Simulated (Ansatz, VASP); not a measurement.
**Eu: VASP beside Ansatz**

The input INCAR:

```
PREC = Accurate
ENCUT = 520
EDIFF = 1E-6
ISMEAR = -1
SIGMA = 0.05
LREAL = F
LASPH = T
NELM = 150
ALGO = Normal
ISIF = 2
LWAVE = F
LCHARG = T
ISPIN = 2
MAGMOM = 7 7
LORBIT = 11
LMAXMIX = 6
GGA = PE
LELF = T
LVHAR = T
NBANDS = 28
```

File KPOINTS:

```
Automatic mesh
0
Gamma
  10 10 10
```

Contents of POSCAR:

```
Eu
1.0
    0.0000000000      4.1468957738      4.1468957738
    4.1468957738      0.0000000000      4.1468957738
    4.1468957738      4.1468957738      0.0000000000
Eu
2
Direct
    0.0000000000      0.0000000000      0.0000000000
    0.2500000000      0.2500000000      0.2500000000
```

Input for Ansatz:

```yaml
crystal:
  lattice:
    - [0.0, 4.1468957738, 4.1468957738]
    - [4.1468957738, 0.0, 4.1468957738]
    - [4.1468957738, 4.1468957738, 0.0]
  atoms:
    - { symbol: Eu, position: [0.0, 0.0, 0.0], spin: 7.0 }
    - { symbol: Eu, position: [0.25, 0.25, 0.25], spin: 7.0 }
magnetization:
  spin_polarized: true
kpoints:
  mp_grid: { grid: [10, 10, 10] }
scf:
  occupations: { method: fermi_dirac, width: 0.05 }
hamiltonian:
  xc: pbe
  pseudopotentials: { kind: all_electron, lapw: { basis_error: 0.03 } }
output:
  forces: true
  stress: true
  eigenvalues: true
```

Alike in both runs: task single point; functional PBE; k mesh 10 × 10 × 10; occupations fermi-dirac, width 0.05 eV; collinear spin.

|  | VASP | Ansatz |
| --- | --- | --- |
| version | VASP 6.6.1 | Ansatz 0.2.0 |
| potentials or method | VASP PAW PBE potentials, release 64 (Eu), cutoff 520 eV | all-electron LAPW, scalar-relativistic |

|  | VASP | Ansatz | Ansatz less VASP |
| --- | --- | --- | --- |
| pressure (GPa) | -0.1 | 0.0 | +0.18 |
| net moment per atom (μB) | 8.04 | 8.04 | 0.000 |
| size of the moment on the site where the two differ most (μB) | 6.90 | 7.45 | +0.548 |

Site moments also hang on the region over which each program counts them. Ansatz ran all-electron here, and VASP with PAW potentials.

Spin-orbit coupling is off throughout.
